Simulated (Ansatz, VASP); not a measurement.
# Two plane-wave programs on Ir

```
Ir
1.0
     0.00000    1.92696    1.92696
     1.92696    0.00000    1.92696
     1.92696    1.92696    0.00000
Ir
1
Direct
  0.00000 0.00000 0.00000
```

Alike in both runs: task single point; functional PBEsol; k mesh 10 × 10 × 10; occupations gaussian, width 0.1 eV; no spin polarisation.

|  | VASP | Ansatz |
| --- | --- | --- |
| version | VASP 6.6.1 | Ansatz 0.2.0 |
| potentials or method | VASP PAW PBE potentials, release 64 (Ir), cutoff 500 eV | scalar-relativistic, plane waves, PAW |
| valence electrons in the cell | 9 | 17 |

Ansatz gave:

* gap on the k mesh at the Fermi level (eV): none
* pressure (GPa): -6.8

Problem. Estimate VASP's values.

Solution. gap on the k mesh at the Fermi level (eV): none; pressure (GPa): -5.9.

VASP's potentials were made for PBE, not for PBEsol. A gap of «none» marks a metal or a gap that the smearing closes. VASP's potentials hold 9 valence electrons a cell and Ansatz's 17, so a difference there can come from the potentials and not from the codes.

Neither program's run includes spin-orbit coupling.
